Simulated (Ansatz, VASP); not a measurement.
# Two plane-wave programs on GaAs

The input INCAR:

```
SYSTEM = GaAs
PREC     = Accurate       ! precision mode
ENCUT    = 520            ! plane-wave cutoff, eV
EDIFF    = 1E-7           ! SCF threshold, eV
ISMEAR   = 0              ! smearing method
SIGMA    = 0.05           ! smearing width, eV
LREAL    = .False.        ! projectors in reciprocal space
LASPH    = .True.         ! aspherical terms in the spheres
NELM     = 80             ! most SCF steps
ALGO     = Normal         ! electronic algorithm
ISIF     = 2              ! what is computed and relaxed
LWAVE    = .False.        ! write WAVECAR
LCHARG   = .False.        ! write CHGCAR
GGA      = PE             ! functional
NBANDS   = 16             ! bands
```

File KPOINTS:

```
Automatic mesh
0
Gamma
  10 10 10
  0 0 0
```

File POSCAR:

```
GaAs
1.0
    0.0000000000      2.6855075000      2.8975212500
    2.6855075000      0.0000000000      2.8975212500
    2.6855075000      2.6855075000      0.0000000000
Ga As
1 1
Direct
    0.0000000000      0.0000000000      0.0000000000
    0.7500000000      0.7500000000      0.7500000000
```

Input for Ansatz:

```yaml
crystal:
  lattice:
    - [0.0, 2.6855075, 2.89752125]
    - [2.6855075, 0.0, 2.89752125]
    - [2.6855075, 2.6855075, 0.0]
  atoms:
    - { symbol: Ga, position: [0.0, 0.0, 0.0] }
    - { symbol: As, position: [0.75, 0.75, 0.75] }
basis:
  ecutwfc: 420
kpoints:
  mp_grid: { grid: [10, 10, 10] }
hamiltonian:
  xc: pbe
scf:
  occupations: { method: gaussian, width: 0.05 }
output:
  forces: true
  stress: true
  eigenvalues: true
  write_density: true
  write_potential: true
  elf: true
  volumetric_format: npy
```

Change from the starting cell: strain -0.050 along x and y, +0.025 along z, atoms carried along.

Alike in both runs: task single point; functional PBE; k mesh 10 × 10 × 10; occupations gaussian, width 0.05 eV; no spin polarisation.

```csv
,VASP,Ansatz
version,VASP 6.6.1,Ansatz 0.2.0
potentials or method,"VASP PAW PBE potentials, release 64 (Ga_d, As), cutoff 520 eV","scalar-relativistic, plane waves, PAW"
valence electrons in the cell,18,28
```

```tsv
	VASP	Ansatz	Ansatz less VASP
gap on the k mesh at the Fermi level (eV)	0.90	0.89	-0.008
least direct gap on the mesh (eV)	0.90	0.89	-0.008
pressure (GPa)	10.4	10.2	-0.25
traceless stress, the component that is largest in VASP (GPa)	-3.49	-3.50	-0.010
```

With one functional, cell and mesh, what is left measures potentials, basis and numerics. VASP's potentials hold 18 valence electrons a cell and Ansatz's 28, so a difference there can come from the potentials and not from the codes.
